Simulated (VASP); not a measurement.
Write the native input for VASP 6.6.1 that does the following.

```yaml
Task: single point
Functional: PBE
Potentials_or_basis: VASP PAW PBE potentials, release 64 (Al, Cu)
Cutoff: 520 eV
k_mesh: 14 × 14 × 14
Occupations: fermi-dirac, width 0.15 eV
Spin: no spin polarisation
Dipole_correction: no
Further_INCAR_settings: ALGO = Normal; EDIFF = 1e-06; NBANDS = 16
```

The structure of Al2Cu lies in POSCAR:

```
Al2Cu
1.0
   -2.0452782062      2.0452782062      2.8924627113
    2.0452782062     -2.0452782062      2.8924627113
    2.0452782062      2.0452782062     -2.8924627113
Al Cu
2 1
Direct
    0.7500000000      0.2500000000      0.5000000000
    0.2500000000      0.7500000000      0.5000000000
    0.5000000000      0.5000000000      0.0000000000
```

These files were run (other wordings do the same):

INCAR

```
PREC = Accurate ; ENCUT = 520
EDIFF = 1E-6 ; ISMEAR = -1
SIGMA = 0.15 ; LREAL = F
LASPH = T ; NELM = 60
ALGO = Normal ; ISIF = 2
LWAVE = F ; LCHARG = F
GGA = PE ; NBANDS = 16
```

KPOINTS

```
Automatic mesh
0
Gamma
  14 14 14
```

Potentials or basis: VASP PAW PBE potentials, release 64 (Al, Cu).

Launch:

```bash
$ cat potpaw_PBE.64/Al/POTCAR potpaw_PBE.64/Cu/POTCAR > POTCAR
$ mpirun -np 1 vasp_std > vasp.out
```

Results of the run:

```yaml
Pressure: 0.1 GPa
Band_gap_on_the_k_mesh: zero (an odd number of electrons rules out a gap without spin polarisation)
```

Run time: 72 s on 1 thread of Intel(R) Xeon(R) Platinum 8259CL CPU @ 2.50GHz (Skylake/Cascade Lake) (shared host), peak memory 0.22 GiB.
